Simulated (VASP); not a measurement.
Write the native input for VASP 6.6.1 that does the following.

```
Task                   : single point
Functional             : PBE
Potentials or basis    : VASP PAW PBE potentials, release 64 (In_d, Sb, Te)
Cutoff                 : 520 eV
k mesh                 : 8 × 8 × 8
Occupations            : gaussian, width 0.1 eV
Spin                   : no spin polarisation
Dipole correction      : no
Further INCAR settings : ALGO = Normal; EDIFF = 1e-06; NBANDS = 26
```

The structure of InSbTe3 lies in POSCAR:

```
InSbTe3
1.0
    5.6214025239      0.0000000000      0.0000000000
    0.0000000000      5.6214025239      0.0000000000
    0.0000000000      0.0000000000      5.6214025239
In Sb Te
1 1 3
Direct
    0.5000000000      0.5000000000      0.5000000000
    0.0000000000      0.0000000000      0.0000000000
    0.0000000000      0.5000000000      0.5000000000
    0.5000000000      0.5000000000      0.0000000000
    0.5000000000      0.0000000000      0.5000000000
```

One way to write it, as run:

INCAR

```
SYSTEM = InSbTe3
PREC = Accurate ; ENCUT = 520
EDIFF = 1E-6 ; ISMEAR = 0
SIGMA = 0.1 ; LREAL = .False.
LASPH = .True. ; NELM = 80
ALGO = Normal ; ISIF = 2
LWAVE = .False. ; LCHARG = .False.
GGA = PE ; NBANDS = 26
```

KPOINTS

```
regular mesh
0
Gamma
  8 8 8
  0 0 0
```

Potentials or basis: VASP PAW PBE potentials, release 64 (In_d, Sb, Te).

Run with:

```console
$ cat potpaw_PBE.64/In_d/POTCAR potpaw_PBE.64/Sb/POTCAR potpaw_PBE.64/Te/POTCAR > POTCAR
$ mpirun -np 1 vasp_std > vasp.out
```

Results of the run:

```
Pressure               : 0.0 GPa
Band gap on the k mesh : zero (band 18 reaches 5.26 eV, above the bottom of band 19 at 3.92 eV)
```

Caveat: spin-orbit coupling is left out, which moves the levels of the heavy elements.

Run time: 54 s on 1 thread of Intel(R) Xeon(R) 6975P-C (Granite Rapids), on a shared host, peak memory 0.36 GiB.
